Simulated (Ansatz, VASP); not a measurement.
# NaI: VASP beside Ansatz

```
CELL_PARAMETERS angstrom
0.00000 3.33349 3.23640
3.33349 0.00000 3.23640
3.33349 3.33349 0.00000
ATOMIC_POSITIONS crystal
Na 0.00000 0.00000 0.00000
I 0.50000 0.50000 0.50000
```

Change from the starting cell: strain +0.030 along x and y, +0.000 along z, atoms carried along.

Alike in both runs: task single point; functional PBE; k mesh 6 × 6 × 6; occupations gaussian, width 0.05 eV; no spin polarisation.

|  | VASP | Ansatz |
| --- | --- | --- |
| version | VASP 6.6.1 | Ansatz 0.2.0 |
| potentials or method | VASP PAW PBE potentials, release 64 (Na_pv, I), cutoff 520 eV | scalar-relativistic, plane waves, PAW |
| valence electrons in the cell | 14 | 26 |

```tsv
	VASP	Ansatz	Ansatz less VASP
gap on the k mesh at the Fermi level (eV)	3.48	3.48	+0.003
least direct gap on the mesh (eV)	3.48	3.48	+0.003
pressure (GPa)	-0.4	-0.4	-0.01
traceless stress, the component that is largest in VASP (GPa)	0.37	0.36	-0.003
```

The functional is the same, so the differences come from potentials, cutoffs and numerics. VASP's potentials hold 14 valence electrons a cell and Ansatz's 26, so a difference there can come from the potentials and not from the codes.

Spin-orbit coupling is off throughout.
